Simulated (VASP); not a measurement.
A run of VASP 6.6.1 is set up as follows.

Contents of INCAR:

```
SYSTEM = BAs
  ALGO = Normal
  EDIFF = 1E-7
  ENCUT = 520
  GGA = PE
  ISIF = 2
  ISMEAR = -1
  LASPH = .TRUE.
  LCHARG = .TRUE.
  LELF = .TRUE.
  LREAL = .FALSE.
  LVHAR = .TRUE.
  LWAVE = .FALSE.
  NBANDS = 11
  NELM = 60
  PREC = Accurate
  SIGMA = 0.02
```

The input KPOINTS:

```
k-points
0
G
  6 6 6
  0 0 0
```

File POSCAR:

```
BAs
1.0
    0.0000000000      2.3885000000      2.3885000000
    2.3885000000      0.0000000000      2.3885000000
    2.3885000000      2.3885000000      0.0000000000
As B
1 1
Direct
    0.7500000000      0.7500000000      0.7500000000
    0.0000000000      0.0000000000      0.0000000000
```

Potentials or basis: VASP PAW PBE potentials, release 64 (As, B).

Run with:

```console
$ cat potpaw_PBE.64/As/POTCAR potpaw_PBE.64/B/POTCAR > POTCAR
$ mpirun -np 1 vasp_std > vasp.out
```

(1) Estimate the pressure.

(2) Estimate the band gap on the k mesh.

Results:

(1) 3.5 GPa.

(2) 1.27 eV, indirect (least direct gap 3.27 eV).
